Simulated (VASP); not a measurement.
# C (Fd-3m) in VASP: a series of runs

C is run at these levels: PBEsol+D4; tasks: single point.

All numbers are computed with VASP 6.6.1; they aren't measurements. Logs are shortened: lines on timing, memory, paths and dates and some standing lists are left out, and cuts for length are marked.

## (1) The cell of the first run

The structure is cubic, space group Fd-3m (No. 227). The conventional cell has a = 3.543 Å, b = 3.543 Å, c = 3.543 Å, α = 90.00°, β = 90.00°, γ = 90.00°. C (site symmetry -43m) has 4 C at 1.53 Å within 2.0 Å.

## (2) Single point, PBEsol+D4

The input, INCAR:

```
  ALGO = Normal
  EDIFF = 1E-7
  ENCUT = 520
  GGA = PS
  ISIF = 2
  ISMEAR = -1
  IVDW = 13
  LASPH = True
  LCHARG = True
  LELF = True
  LREAL = False
  LVHAR = True
  LWAVE = False
  NBANDS = 11
  NELM = 60
  PREC = Accurate
  SIGMA = 0.05
```

The input, KPOINTS:

```
k-points
0
Gamma
  13 13 13
```

The input, POSCAR:

```
C
1.0
    0.0000000000      1.7714007132      1.7714007132
    1.7714007132      0.0000000000      1.7714007132
    1.7714007132      1.7714007132      0.0000000000
C
2
Direct
    0.7500000000      0.7500000000      0.7500000000
    0.5000000000      0.5000000000      0.5000000000
```

Potentials or basis: VASP PAW PBE potentials, release 64 (C).

Launch:

```bash
> cat potpaw_PBE.64/C/POTCAR > POTCAR
> mpirun -np 1 vasp_std > vasp.out
```

OUTCAR:

```text
EDIFF = 1E-7
   ENCUT = 520
   GGA = PS
   ISIF = 2
   ISMEAR = -1
   IVDW = 13
   LASPH = True
   LREAL = False
   NELM = 60
   PREC = Accurate

 ion  position               nearest neighbor table
   1  0.750  0.750  0.750-   2 1.53   2 1.53   2 1.53   2 1.53
   2  0.500  0.500  0.500-   1 1.53   1 1.53   1 1.53   1 1.53

  LATTYP: Found a face centered cubic cell.
 ALAT       =     3.5428014264

  Lattice vectors:

 A1 = (   0.0000000000,   1.7714007132,   1.7714007132)
 A2 = (   1.7714007132,   0.0000000000,   1.7714007132)
 A3 = (   1.7714007132,   1.7714007132,   0.0000000000)

Analysis of symmetry for initial positions (statically):
=====================================================================
 Subroutine PRICEL returns:
 Original cell was already a primitive cell.

 Routine SETGRP: Setting up the symmetry group for a
 face centered cubic supercell.

 Subroutine GETGRP returns: Found 48 space group operations
 (whereof 24 operations were pure point group operations)
 out of a pool of 48 trial point group operations.

The static configuration has the point symmetry T_d .
 The point group associated with its full space group is O_h .

Analysis of symmetry for dynamics (positions and initial velocities):
=====================================================================
 Subroutine PRICEL returns:
 Original cell was already a primitive cell.

 Routine SETGRP: Setting up the symmetry group for a
 face centered cubic supercell.

 Subroutine GETGRP returns: Found 48 space group operations
 (whereof 24 operations were pure point group operations)
 out of a pool of 48 trial point group operations.

The dynamic configuration has the point symmetry T_d .
 The point group associated with its full space group is O_h .

 Subroutine INISYM returns: Found 48 space group operations
 (whereof 24 operations are pure point group operations),
 and found     1 'primitive' translations

----------------------------------------------------------------------------------------

                                     Primitive cell

  volume of cell :      11.1168

  direct lattice vectors                    reciprocal lattice vectors
     0.000000000  1.771400713  1.771400713    -0.282262503  0.282262503  0.282262503
     1.771400713  0.000000000  1.771400713     0.282262503 -0.282262503  0.282262503
     1.771400713  1.771400713  0.000000000     0.282262503  0.282262503 -0.282262503

  length of vectors
     2.505138913  2.505138913  2.505138913     0.488892997  0.488892997  0.488892997

  position of ions in fractional coordinates (direct lattice)
     0.750000000  0.750000000  0.750000000
     0.500000000  0.500000000  0.500000000

  ion indices of the primitive-cell ions
   primitive index   ion index
                 1           1
                 2           2

----------------------------------------------------------------------------------------

 KPOINTS: k-points

Automatic generation of k-mesh.
 Grid dimensions read from file:
 generate k-points for:   13   13   13

 Generating k-lattice:

  Cartesian coordinates                     Fractional coordinates (reciprocal lattice)
    -0.021712500  0.021712500  0.021712500     0.076923077  0.000000000  0.000000000
     0.021712500 -0.021712500  0.021712500     0.000000000  0.076923077  0.000000000
     0.021712500  0.021712500 -0.021712500     0.000000000  0.000000000  0.076923077

  Length of vectors
     0.037607154  0.037607154  0.037607154

  Shift w.r.t. Gamma in fractional coordinates (k-lattice)
     0.000000000  0.000000000  0.000000000

 Subroutine IBZKPT returns following result:
 ===========================================

 Found     84 irreducible k-points:

 Following reciprocal coordinates:
            Coordinates               Weight
  0.000000  0.000000  0.000000      1.000000
  0.076923  0.000000  0.000000      8.000000
  0.153846  0.000000  0.000000      8.000000
  0.230769  0.000000  0.000000      8.000000
  0.307692  0.000000  0.000000      8.000000
  0.384615  0.000000  0.000000      8.000000
[... 16 lines left out ...]
  0.384615  0.153846  0.000000     24.000000
  0.461538  0.153846  0.000000     24.000000
 [... further k-points ...]
   k-points           NKPTS =     84   k-points in BZ     NKDIM =     84   number of bands    NBANDS=     11
   number of dos      NEDOS =    301   number of ions     NIONS =      2
   total plane-waves  NPLWV =   8000
   dimension x,y,z NGX =    20 NGY =   20 NGZ =   20
   dimension x,y,z NGXF=    40 NGYF=   40 NGZF=   40
   ions per type =               2
   NGX,Y,Z   is equivalent  to a cutoff of  13.27, 13.27, 13.27 a.u.
   NGXF,Y,Z  is equivalent  to a cutoff of  26.54, 26.54, 26.54 a.u.
 SYSTEM =  unknown system
   PREC   = accura    normal or accurate (medium, high low for compatibility)
   ISTART =      0    job   : 0-new  1-cont  2-samecut
   ICHARG =      2    charge: 1-file 2-atom 10-const
   ISPIN  =      1    spin polarized calculation?
   LNONCOLLINEAR =      F non collinear calculations
   LSORBIT =      F    spin-orbit coupling
   LASPH  =      T    aspherical Exc in radial PAW
   ENCUT  =  520.0 eV  38.22 Ry    6.18 a.u.   4.66  4.66  4.66*2*pi/ulx,y,z
   NELM   =     60;   NELMIN=  2; NELMDL= -5     # of ELM steps
   EDIFF  = 0.1E-06   stopping-criterion for ELM
   LREAL  =      F    real-space projection
   EDIFFG = 0.1E-05   stopping-criterion for IOM
   NSW    =      0    number of steps for IOM
   IBRION =     -1    ionic relax: 0-MD 1-quasi-New 2-CG
   NFREE  =      0    steps in history (QN), initial steepest desc. (CG)
   ISIF   =      2    stress and relaxation
   ISYM   =      2    0-nonsym 1-usesym 2-fastsym
   POTIM  = 0.5000    time-step for ionic-motion
   TEBEG  =    0.0;   TEEND  =   0.0 temperature during run
   PSTRESS=    0.0 pullay stress
   NELECT =       8.0000    total number of electrons
   NUPDOWN=      -1.0000    fix difference up-down
   EMIN   =  10.00;   EMAX   =-10.00  energy-range for DOS
   EFERMI =   0.00;   METHOD = LEGACY
   ISMEAR =    -1;   SIGMA  =   0.05  broadening in eV -4-tet -1-fermi 0-gaus
   EFERMI_NEDOS =   21; number of points for ismear=-14 and -15
   IALGO  =     38    algorithm
   IMIX   =      4    mixing-type and parameters
     AMIX     =   0.40;   BMIX     =  1.00
     AMIX_MAG =   1.60;   BMIX_MAG =  1.00
  volume/ion in A,a.u.               =       5.56        37.51
  Fermi-wavevector in a.u.,A,eV,Ry     =   1.467049  2.772321 29.282913  2.152233
  Thomas-Fermi vector in A             =   2.582714
   LORBIT       =      0    0 simple, 1 ext, 2 COOP (PROOUT), +10 PAW based schemes
   GGA     = PS    functional components
   LHFCALC =     F    Hartree Fock is set to
   AEXX    =    0.0000 exact exchange contribution
   IVDW    =    13    specifies the selected vdW correction
   LEPSILON=     F    determine dielectric tensor
   LRPA    =     F    only Hartree local field effects (RPA)
 non-spin polarized calculation
  energy-cutoff  :      520.00
  volume of cell :       11.12
 maximum number of plane-waves:       310
   NGX =  9   NGY =  9   NGZ =  9

 number of electron       7.9999999 magnetization

 Free energy of the ion-electron system (eV)
  ---------------------------------------------------
  ext. energy  EPLUGINS =         0.00000000
  ---------------------------------------------------
  free energy    TOTEN  =       -19.24747671 eV

  energy without entropy =      -19.24747671  energy(sigma->0) =      -19.24747671

 E-fermi :  10.8774     XC(G=0): -13.5329

 val. band max:       10.0038085245   @ k =   0.0000   0.0000   0.0000
 cond. band min:      14.0602271617   @ k =   0.3846   0.3846   0.0000
 fundamental gap:      4.0564186372
 Fermi energy:        10.8773824898

 k-point     1 :       0.0000    0.0000    0.0000
  band No.  band energies     occupation
      1     -11.7917      2.00000
      2      10.0038      2.00000
      3      10.0038      2.00000
      4      10.0038      2.00000
      5      15.5986      0.00000
      6      15.5986      0.00000
      7      15.5986      0.00000
      8      23.8357      0.00000
      9      29.2236      0.00000
     10      36.6963      0.00000
     11      36.6963      0.00000

 k-point     2 :       0.0769    0.0000    0.0000
  band No.  band energies     occupation
      1     -11.6250      2.00000
      2       8.9130      2.00000
      3       9.7159      2.00000
      4       9.7159      2.00000
      5      15.9750      0.00000
      6      15.9750      0.00000
      7      16.2530      0.00000
      8      23.9547      0.00000
      9      29.5069      0.00000
     10      34.6002      0.00000
     11      34.6002      0.00000

 k-point     3 :       0.1538    0.0000    0.0000
  band No.  band energies     occupation
      1     -11.1268      2.00000
      2       6.6002      2.00000
      3       9.0699      2.00000
      4       9.0699      2.00000
      5      16.8221      0.00000
      6      16.8221      0.00000
      7      17.3285      0.00000
      8      24.2943      0.00000
      9      30.1364      0.00000
     10      32.9790      0.00000
     11      32.9790      0.00000
[... 267 lines left out ...]
 k-point    23 :       0.3846    0.1538    0.0000
  band No.  band energies     occupation
      1      -8.1481      2.00000
      2       0.8436      2.00000
      3       6.0374      2.00000
      4       6.2044      2.00000
      5      16.6387      0.00000
      6      20.8177      0.00000
      7      20.9378      0.00000
      8      22.6928      0.00000
      9      31.2597      0.00000
     10      32.1639      0.00000
     11      37.0924      0.00000

 k-point    24 :       0.4615    0.1538    0.0000
  band No.  band energies     occupation
      1      -6.6741      2.00000
      2      -1.4517      2.00000
      3       5.4899      2.00000
      4       6.0005      2.00000
      5      17.0570      0.00000
      6      20.6707      0.00000
      7      21.1309      0.00000
      8      23.9832      0.00000
      9      30.6298      0.00000
     10      33.5369      0.00000
     11      37.2030      0.00000

 [... further k-points ...]

------------------------ aborting loop because EDIFF is reached ----------------------------------------

  DFT-D4 for vdW energy calculation

  Edisp (eV):   -0.24214

  FORCE on cell =-STRESS in cart. coord.  units (eV):
  Direction    XX          YY          ZZ          XY          YZ          ZX
  --------------------------------------------------------------------------------------
  -------------------------------------------------------------------------------------
  Total       0.15792     0.15792     0.15792    -0.00000    -0.00000     0.00000
  in kB      22.75978    22.75978    22.75978    -0.00000    -0.00000     0.00000
  external pressure =       22.76 kB  Pullay stress =        0.00 kB

 VOLUME and BASIS-vectors are now :
 -----------------------------------------------------------------------------
  energy-cutoff  :      520.00
  volume of cell :       11.12
      direct lattice vectors                 reciprocal lattice vectors
     0.000000000  1.771400713  1.771400713    -0.282262503  0.282262503  0.282262503
     1.771400713  0.000000000  1.771400713     0.282262503 -0.282262503  0.282262503
     1.771400713  1.771400713  0.000000000     0.282262503  0.282262503 -0.282262503

 POSITION                                       TOTAL-FORCE (eV/Angst)
 -----------------------------------------------------------------------------------
      2.65710      2.65710      2.65710        -0.000000     -0.000000     -0.000000
      1.77140      1.77140      1.77140         0.000000      0.000000      0.000000
 -----------------------------------------------------------------------------------
    total drift:                                0.000000     -0.000000      0.000000

  FREE ENERGIE OF THE ION-ELECTRON SYSTEM (eV)
  ---------------------------------------------------
  free  energy   TOTEN  =       -19.4896199490 eV

  energy  without entropy=      -19.4896199490  energy(sigma->0) =      -19.48961995
```

It took 7.8 s on 1 thread of AMD EPYC 9R45 (Zen 5), shared host; peak memory 0.09 GiB.

Results:

```yaml
Free_energy: -19.4896 eV
Pressure: 2.3 GPa
Band_gap_on_the_k_mesh: 4.06 eV, indirect (least direct gap 5.59 eV)
Dispersion_energy_per_atom: -0.121 eV
```

Caveat: the PAW data sets were made with another functional, which shifts forces and pressure a little. PBEsol gaps usually lie below the measured ones, often by a third to a half.

## (3) Single point, PBEsol+D4

This run uses another cell than the first one, of 5.67 Å³/atom, 1.020 times its volume.

The input, INCAR:

```
SYSTEM = C
PREC     = Accurate       ! precision mode
ENCUT    = 520            ! plane-wave cutoff, eV
EDIFF    = 1E-6           ! SCF threshold, eV
ISMEAR   = -1             ! smearing method
SIGMA    = 0.05           ! smearing width, eV
LREAL    = .False.        ! projectors in reciprocal space
LASPH    = .True.         ! aspherical terms in the spheres
NELM     = 100            ! most SCF steps
ALGO     = Normal         ! electronic algorithm
ISIF     = 2              ! what is computed and relaxed
LWAVE    = .False.        ! write WAVECAR
LCHARG   = .False.        ! write CHGCAR
GGA      = PS             ! functional
IVDW     = 13             ! dispersion correction
NBANDS   = 11             ! bands
```

The input, KPOINTS:

```
regular mesh
0
Gamma
  13 13 13
  0 0 0
```

The input, POSCAR:

```
C
1.0
    0.0000000000      1.7833700000      1.7833700000
    1.7833700000      0.0000000000      1.7833700000
    1.7833700000      1.7833700000      0.0000000000
C
2
Direct
    0.7500000000      0.7500000000      0.7500000000
    0.5000000000      0.5000000000      0.5000000000
```

Potentials or basis: VASP PAW PBE potentials, release 64 (C).

Launch:

```bash
> cat potpaw_PBE.64/C/POTCAR > POTCAR
> mpirun -np 1 vasp_std > vasp.out
```

It took 7.1 s on 1 thread of AMD EPYC 9R45 (Zen 5), shared host; peak memory 0.09 GiB.

The run converged. Its results:

```yaml
Free_energy: -19.4866 eV
Pressure: -6.8 GPa
Band_gap_on_the_k_mesh: 4.01 eV, indirect (least direct gap 5.54 eV)
Dispersion_energy_per_atom: -0.119 eV
```

Levels at points of the mesh, in eV from the valence-band top:
```csv
k point,band 1,band 2,band 3,band 4,band 5,band 6,band 7,band 8
"(0.00, 0.00, 0.00)",-21.52,0.00,0.00,0.00,5.54,5.54,5.54,13.37
```

Caveat: the PAW data sets were made with another functional, which shifts forces and pressure a little. A k mesh can miss the band edges.

[end of part 1 of 2]
